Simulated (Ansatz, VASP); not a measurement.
# Ge3N in VASP and in Ansatz

```xyz
4
Lattice="3.9846 0.0000 0.0000 0.0000 3.9846 0.0000 0.0000 0.0000 3.9846" Properties=species:S:1:pos:R:3 pbc="T T T"
Ge    1.9923    1.9923    0.0000
Ge    1.9923    0.0000    1.9923
Ge    0.0000    1.9923    1.9923
N     0.0000    0.0000    0.0000
```

Change from the starting cell: species swapped into the EuBi3 type (Pm-3m, No. 221).

Alike in both runs: functional PBE; k mesh 12 × 12 × 12; occupations gaussian, width 0.1 eV; no spin polarisation.

Ansatz relaxed the structure, and its values are those at the end. VASP's run is a single point on that final structure, the one shown.

|  | VASP | Ansatz |
| --- | --- | --- |
| version | VASP 6.6.1 | Ansatz 0.2.0 |
| potentials or method | VASP PAW PBE potentials, release 64 (Ge_d, N), cutoff 520 eV | scalar-relativistic, plane waves, PAW |
| valence electrons in the cell | 47 | 47 |

|  | VASP | Ansatz | Ansatz less VASP |
| --- | --- | --- | --- |
| gap on the k mesh at the Fermi level (eV) | none | none | - |
| pressure (GPa) | 0.0 | 0.0 | +0.02 |

A gap of «none» marks a metal or a gap that the smearing closes.
